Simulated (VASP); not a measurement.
A run of VASP 6.6.1 is set up as follows.

The input INCAR:

```
PREC = Accurate ; ENCUT = 520
EDIFF = 1E-7 ; ISMEAR = 0
SIGMA = 0.01 ; LREAL = False
LASPH = True ; NELM = 100
ALGO = Normal ; ISIF = 2
LWAVE = False ; LCHARG = True
GGA = PE ; LELF = True
LVHAR = True ; NBANDS = 16
```

KPOINTS

```
Automatic mesh
0
Gamma
  5 5 5
```

Contents of POSCAR:

```
ZnS
1.0
    0.0000000000      2.7020000000      2.7020000000
    2.7020000000      0.0000000000      2.7020000000
    2.7020000000      2.7020000000      0.0000000000
Zn S
1 1
Direct
    0.2500000000      0.2500000000      0.2500000000
    0.0000000000      0.0000000000      0.0000000000
```

Potentials or basis: VASP PAW PBE potentials, release 64 (Zn, S).

Run with:

```sh
$ cat potpaw_PBE.64/Zn/POTCAR potpaw_PBE.64/S/POTCAR > POTCAR
$ mpirun -np 1 vasp_std > vasp.out
```

Question: Predict the pressure.

Answer: 1.8 GPa.

Question: Estimate the band gap on the k mesh.

Answer: 2.11 eV, direct.

**What was measured.**

“Electronic, vibrational, and thermodynamic properties of ZnS (zincblende and rocksalt structure)”, 2009, arxiv:0911.5022 quotes, for a bulk crystal of ZnS at 19 K: band gap 3.85 eV (direct).

Measured gap of ZnS: 3.85 eV (direct; 19 K; quoted in “Electronic, vibrational, and thermodynamic properties of ZnS (zincblende and rocksalt structure)”, 2009, arxiv:0911.5022). This calculation gives 2.11 eV (-1.74 eV). The value is that of PBE, without temperature or zero-point motion. Semilocal functionals fall short of measured gaps as a rule.
